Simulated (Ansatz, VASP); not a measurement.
**Na in VASP and in Ansatz**

```
Na
1.0
    -1.88829    1.88829    2.63728
     1.88829   -1.88829    2.63728
     1.88829    1.88829   -2.63728
Na
1
Direct
  0.00000 0.00000 0.00000
```

Alike in both runs: functional r2SCAN; k mesh 22 × 22 × 22; occupations fermi-dirac, width 0.08 eV; no spin polarisation.

Ansatz relaxed the structure, and its values are those at the end. VASP's run is a single point on that final structure, the one shown.

```csv
,VASP,Ansatz
version,VASP 6.6.1,Ansatz 0.2.0
potentials or method,"VASP PAW PBE potentials, release 64 (Na_pv)","PAW with Ansatz's default frozen-core files, scalar-relativistic"
plane-wave cutoff (eV),520,500
valence electrons in the cell,7,9
```

```tsv
	VASP	Ansatz	Ansatz less VASP
pressure (GPa)	0.0	0.0	+0.03
```

VASP's potentials were made for PBE, not for r2SCAN. VASP's potentials hold 7 valence electrons a cell and Ansatz's 9, so a difference there can come from the potentials and not from the codes.
